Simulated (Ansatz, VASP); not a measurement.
**One calculation of ZnO, two programs**

```
Zn O
1.0
     3.41653    0.00000    0.00000
    -1.70827    2.95880    0.00000
     0.00000    0.00000    4.47757
Zn O
2 2
Direct
  0.33333 0.66667 0.25000
  0.66667 0.33333 0.75000
  0.66667 0.33333 0.25000
  0.33333 0.66667 0.75000
```

Alike in both runs: task single point; functional r2SCAN; k mesh 12 × 12 × 6; no spin polarisation.

```csv
,VASP,Ansatz
version,VASP 6.6.1,Ansatz 0.2.0
potentials or method,"VASP PAW PBE potentials, release 64 (Zn, O)","plane waves, PAW"
plane-wave cutoff (eV),520,500
occupations,"gaussian, width 0.01 eV",fixed
valence electrons in the cell,36,36
```

Ansatz gave:

- gap on the k mesh at the Fermi level (eV): 1.49
- pressure (GPa): 0.0

Task: What did VASP give for the same quantities?

Result: gap on the k mesh at the Fermi level (eV): 1.48; pressure (GPa): 1.1.

VASP's potentials were made for PBE, not for r2SCAN.
